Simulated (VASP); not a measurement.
# Pb (Cmcm) in VASP: relaxation of cell and atoms with PBE

Aim: the relaxation of cell and atoms of Pb with PBE.

Program: VASP 6.6.1. These are calculated values, not measurements. Logs are shortened: lines on timing, memory, paths and dates and some standing lists are left out, and cuts for length are marked.

## 1. The cell of the first run

The structure is orthorhombic, space group Cmcm (No. 63). The conventional cell has a = 3.481 Å, b = 5.773 Å, c = 6.586 Å, α = 90.00°, β = 90.00°, γ = 90.00°. Within 4.4 Å of Pb (site symmetry m2m) lie 12 Pb at 3.37 to 3.89 Å.

## 2. Relaxation of cell and atoms, PBE

Contents of INCAR:

```
PREC = Accurate
ENCUT = 600
EDIFF = 1E-6
ISMEAR = 0
SIGMA = 0.1
LREAL = False
LASPH = True
NELM = 80
ALGO = Normal
ISIF = 3
LWAVE = False
LCHARG = False
GGA = PE
IBRION = 2
NSW = 90
EDIFFG = -0.04
```

Contents of KPOINTS:

```
regular mesh
0
Gamma
  6 6 4
```

Contents of POSCAR:

```
Pb
1.0
    1.7404685289     -2.8863046153      0.0000000000
    1.7404685289      2.8863046153      0.0000000000
    0.0000000000      0.0000000000      6.5862608082
Pb
2
Direct
    0.3462761347      0.6537238653      0.2500000000
    0.6537238653      0.3462761347      0.7500000000
```

Potentials or basis: VASP PAW PBE potentials, release 64 (Pb_d).

Command:

```console
$ cat potpaw_PBE.64/Pb_d/POTCAR > POTCAR
$ mpirun -np 1 vasp_std > vasp.out
```

OUTCAR:

```text
PREC = Accurate
   ENCUT = 600
   EDIFF = 1E-6
   ISMEAR = 0
   LREAL = False
   LASPH = True
   NELM = 80
   ISIF = 3
   GGA = PE
   IBRION = 2
   NSW = 90
   EDIFFG = -0.04

 ion  position               nearest neighbor table
   1  0.346  0.654  0.250-   2 3.74   2 3.74   2 3.89   2 3.89   2 3.89   2 3.89
   2  0.654  0.346  0.750-   1 3.74   1 3.74   1 3.89   1 3.89   1 3.89   1 3.89

  LATTYP: Found a base centered orthorhombic cell.
 ALAT       =     3.4809370578
 B/A-ratio  =     1.6583492131
 C/A-ratio  =     1.8920941973

  Lattice vectors:

 A1 = (   1.7404685289,  -2.8863046153,   0.0000000000)
 A2 = (   1.7404685289,   2.8863046153,   0.0000000000)
 A3 = (   0.0000000000,   0.0000000000,   6.5862608082)

Analysis of symmetry for initial positions (statically):
=====================================================================
 Subroutine PRICEL returns:
 Original cell was already a primitive cell.

 Routine SETGRP: Setting up the symmetry group for a
 base centered orthorhombic supercell.

 Subroutine GETGRP returns: Found  8 space group operations
 (whereof  4 operations were pure point group operations)
 out of a pool of  8 trial point group operations.

The static configuration has the point symmetry C_2h.
 The point group associated with its full space group is D_2h.

Analysis of symmetry for dynamics (positions and initial velocities):
=====================================================================
 Subroutine PRICEL returns:
 Original cell was already a primitive cell.

 Routine SETGRP: Setting up the symmetry group for a
 base centered orthorhombic supercell.

 Subroutine GETGRP returns: Found  8 space group operations
 (whereof  4 operations were pure point group operations)
 out of a pool of  8 trial point group operations.

The dynamic configuration has the point symmetry C_2h.
 The point group associated with its full space group is D_2h.

 Subroutine INISYM returns: Found  8 space group operations
 (whereof  4 operations are pure point group operations),
 and found     1 'primitive' translations

----------------------------------------------------------------------------------------

                                     Primitive cell

  volume of cell :      66.1725

  direct lattice vectors                    reciprocal lattice vectors
     1.740468529 -2.886304615  0.000000000     0.287278966 -0.173231889  0.000000000
     1.740468529  2.886304615  0.000000000     0.287278966  0.173231889  0.000000000
     0.000000000  0.000000000  6.586260808     0.000000000  0.000000000  0.151831218

  length of vectors
     3.370457689  3.370457689  6.586260808     0.335467572  0.335467572  0.151831218

  position of ions in fractional coordinates (direct lattice)
     0.346276135  0.653723865  0.250000000
     0.653723865  0.346276135  0.750000000

  ion indices of the primitive-cell ions
   primitive index   ion index
                 1           1
                 2           2

----------------------------------------------------------------------------------------

 KPOINTS: regular mesh

Automatic generation of k-mesh.
 Grid dimensions read from file:
 generate k-points for:    6    6    4

 Generating k-lattice:

  Cartesian coordinates                     Fractional coordinates (reciprocal lattice)
     0.047879828 -0.028871981  0.000000000     0.166666667  0.000000000  0.000000000
     0.047879828  0.028871981  0.000000000     0.000000000  0.166666667  0.000000000
     0.000000000  0.000000000  0.037957804     0.000000000  0.000000000  0.250000000

  Length of vectors
     0.055911262  0.055911262  0.037957804

  Shift w.r.t. Gamma in fractional coordinates (k-lattice)
     0.000000000  0.000000000  0.000000000

 Subroutine IBZKPT returns following result:
 ===========================================

 Found     39 irreducible k-points:

 Following reciprocal coordinates:
            Coordinates               Weight
  0.000000  0.000000  0.000000      1.000000
  0.166667  0.000000  0.000000      4.000000
  0.333333  0.000000  0.000000      4.000000
  0.500000  0.000000  0.000000      2.000000
  0.166667  0.166667  0.000000      2.000000
  0.333333  0.166667  0.000000      4.000000
[... 16 lines left out ...]
  0.333333  0.333333  0.250000      4.000000
  0.500000  0.333333  0.250000      8.000000
 [... further k-points ...]
   k-points           NKPTS =     39   k-points in BZ     NKDIM =     39   number of bands    NBANDS=     18
   number of dos      NEDOS =    301   number of ions     NIONS =      2
   total plane-waves  NPLWV =  42336
   dimension x,y,z NGX =    28 NGY =   28 NGZ =   54
   dimension x,y,z NGXF=    56 NGYF=   56 NGZF=  108
   ions per type =               2
   NGX,Y,Z   is equivalent  to a cutoff of  13.81, 13.81, 13.63 a.u.
   NGXF,Y,Z  is equivalent  to a cutoff of  27.62, 27.62, 27.26 a.u.
 SYSTEM =  unknown system
   PREC   = accura    normal or accurate (medium, high low for compatibility)
   ISTART =      0    job   : 0-new  1-cont  2-samecut
   ICHARG =      2    charge: 1-file 2-atom 10-const
   ISPIN  =      1    spin polarized calculation?
   LNONCOLLINEAR =      F non collinear calculations
   LSORBIT =      F    spin-orbit coupling
   LASPH  =      T    aspherical Exc in radial PAW
   ENCUT  =  600.0 eV  44.10 Ry    6.64 a.u.   6.73  6.73 13.15*2*pi/ulx,y,z
   NELM   =     80;   NELMIN=  2; NELMDL= -5     # of ELM steps
   EDIFF  = 0.1E-05   stopping-criterion for ELM
   LREAL  =      F    real-space projection
   EDIFFG = -.4E-01   stopping-criterion for IOM
   NSW    =     90    number of steps for IOM
   IBRION =      2    ionic relax: 0-MD 1-quasi-New 2-CG
   NFREE  =      1    steps in history (QN), initial steepest desc. (CG)
   ISIF   =      3    stress and relaxation
   ISYM   =      2    0-nonsym 1-usesym 2-fastsym
   POTIM  = 0.5000    time-step for ionic-motion
   TEBEG  =    0.0;   TEEND  =   0.0 temperature during run
   PSTRESS=    0.0 pullay stress
   NELECT =      28.0000    total number of electrons
   NUPDOWN=      -1.0000    fix difference up-down
   EMIN   =  10.00;   EMAX   =-10.00  energy-range for DOS
   EFERMI =   0.00;   METHOD = LEGACY
   ISMEAR =     0;   SIGMA  =   0.10  broadening in eV -4-tet -1-fermi 0-gaus
   EFERMI_NEDOS =   21; number of points for ismear=-14 and -15
   IALGO  =     38    algorithm
   IMIX   =      4    mixing-type and parameters
     AMIX     =   0.40;   BMIX     =  1.00
     AMIX_MAG =   1.60;   BMIX_MAG =  1.00
  volume/ion in A,a.u.               =      33.09       223.28
  Fermi-wavevector in a.u.,A,eV,Ry     =   1.229047  2.322562 20.552363  1.510556
  Thomas-Fermi vector in A             =   2.363949
   LORBIT       =      0    0 simple, 1 ext, 2 COOP (PROOUT), +10 PAW based schemes
   GGA     = PE    functional components
   LHFCALC =     F    Hartree Fock is set to
   AEXX    =    0.0000 exact exchange contribution
   IVDW    =     0    specifies the selected vdW correction
   LEPSILON=     F    determine dielectric tensor
   LRPA    =     F    only Hartree local field effects (RPA)
 conjugate gradient relaxation of ions
 non-spin polarized calculation
 Gauss-broadening in eV      SIGMA  =   0.10
  energy-cutoff  :      600.00
  volume of cell :       66.17
 maximum number of plane-waves:      2224
   NGX = 13   NGY = 13   NGZ = 27

--------------------------------------- Ionic step        1  -------------------------------------------

 number of electron      28.0000003 magnetization

 Free energy of the ion-electron system (eV)
  ---------------------------------------------------
  ext. energy  EPLUGINS =         0.00000000
  ---------------------------------------------------
  free energy    TOTEN  =        -7.02499188 eV

  energy without entropy =       -7.01914768  energy(sigma->0) =       -7.02206978

------------------------ aborting loop because EDIFF is reached ----------------------------------------

  FORCE on cell =-STRESS in cart. coord.  units (eV):
  Direction    XX          YY          ZZ          XY          YZ          ZX
  --------------------------------------------------------------------------------------
  -------------------------------------------------------------------------------------
  Total       -0.4841887      0.5792843     -0.3286525      0.0000000      0.0000000      0.0000000
  in kB      -11.7232492     14.0257172     -7.9573841      0.0000000      0.0000000      0.0000000
  external PRESSURE =      -1.8849720 kB  Pullay stress =       0.0000000 kB
[... 57 lines left out ...]
  energy  without entropy=       -7.0331449235  energy(sigma->0) =       -7.03516758

--------------------------------------- Ionic step        3  -------------------------------------------

 number of electron      28.0000005 magnetization

 Free energy of the ion-electron system (eV)
  ---------------------------------------------------
  ext. energy  EPLUGINS =         0.00000000
  ---------------------------------------------------
  free energy    TOTEN  =        -7.03970617 eV

  energy without entropy =       -7.03576781  energy(sigma->0) =       -7.03773699

 E-fermi :   6.4804     XC(G=0):  -9.8000

 val. band max:        6.3997784182   @ k =  -0.3333   0.1667   0.5000
 cond. band min:       6.4915373103   @ k =   0.1667   0.1667   0.5000
 fundamental gap:      0.0917588921
 Fermi energy:         6.4804243439

 k-point     1 :       0.0000    0.0000    0.0000
  band No.  band energies     occupation
      1     -10.6844      2.00000
      2     -10.6582      2.00000
      3     -10.6256      2.00000
      4     -10.6214      2.00000
      5     -10.6201      2.00000
      6     -10.6123      2.00000
[... 10 lines left out ...]
     17      14.1909      0.00000
     18      14.4716      0.00000
[... 466 lines left out ...]
      2     -10.6435      2.00000
      3     -10.6123      2.00000
      4     -10.5748      2.00000
      5     -10.5223      2.00000
      6     -10.4574      2.00000
[... 10 lines left out ...]
     17       8.6026      0.00000
     18       9.6470      0.00000

 [... further k-points ...]
[... 5 lines left out ...]
  --------------------------------------------------------------------------------------
  -------------------------------------------------------------------------------------
  Total       -0.0534749      0.0562776      0.0075452      0.0000000     -0.0000000      0.0000000
  in kB       -1.3070359      1.3755408      0.1844208      0.0000000     -0.0000000      0.0000000
  external PRESSURE =       0.0843086 kB  Pullay stress =       0.0000000 kB
[... 17 lines left out ...]
  FREE ENERGIE OF THE ION-ELECTRON SYSTEM (eV)
  ---------------------------------------------------
  free  energy   TOTEN  =        -7.0397061705 eV

  energy  without entropy=       -7.0357678070  energy(sigma->0) =       -7.03773699

 reached required accuracy - stopping structural energy minimisation
```

Wall time 61 s (1 thread of AMD EPYC 9R14 (Zen 4), shared host); peak memory 0.19 GiB.

What came out:

- Free energy: -7.0397 eV
- Relaxed volume: 32.78 Å³/atom
- Relaxed cell: a = 3.409 Å, b = 3.409 Å, c = 6.503 Å, α = 90.00°, β = 90.00°, γ = 119.86°
- Space group after relaxing (to 0.05 Å): Cmcm (No. 63)
- Energy gained by relaxing: 7.4 meV/atom
- Ionic steps: 3
- Pressure after relaxing: 0.0 GPa
- Largest force after relaxing: 0.013 eV/Å
- Band gap on the k mesh: zero (band 14 reaches 10.70 eV, above the bottom of band 15 at 4.99 eV)

Forces in eV/Å, atoms in the order of the input:
```
Pb   0.000  0.013  0.000
Pb   0.000 -0.013  0.000
```

The path:
```csv
step,energy change (eV),largest force (eV/Å),pressure (GPa),volume (Å³)
1,0.0000,0.0196,-0.19,66.17
2,-0.0122,0.0124,-0.05,65.79
3,-0.0147,0.0129,0.01,65.55
```

Final structure:
```yaml
crystal:
  lattice:
    - [1.70816, -2.95040, 0.00000]
    - [1.70816, 2.95040, 0.00000]
    - [0.00000, 0.00000, 6.50328]
  atoms:
    - { symbol: Pb, position: [0.34602, 0.65398, 0.25000] }
    - { symbol: Pb, position: [0.65398, 0.34602, 0.75000] }
```

Levels at points of the mesh, in eV from the Fermi level:
```tsv
k point	band 11	band 12	band 13	band 14	band 15	band 16	band 17	band 18
(0.00, 0.00, 0.00)	-11.37	-9.27	-4.08	4.22	6.69	6.92	7.71	7.99
(0.50, 0.00, 0.00)	-7.84	-6.90	-3.39	-2.30	-0.35	1.83	3.09	5.11
(0.50, 0.50, 0.00)	-7.64	-7.13	-3.14	-2.46	0.05	1.28	3.02	5.11
(0.00, 0.00, 0.50)	-10.57	-10.57	-0.83	-0.83	7.30	7.30	7.33	7.33
(0.50, 0.00, 0.50)	-7.34	-7.34	-3.43	-3.43	2.35	2.35	3.94	3.94
(0.50, 0.50, 0.50)	-7.29	-7.29	-3.50	-3.50	2.46	2.46	3.89	3.89
```

Caveat: spin-orbit coupling is left out, which moves the levels of the heavy elements.
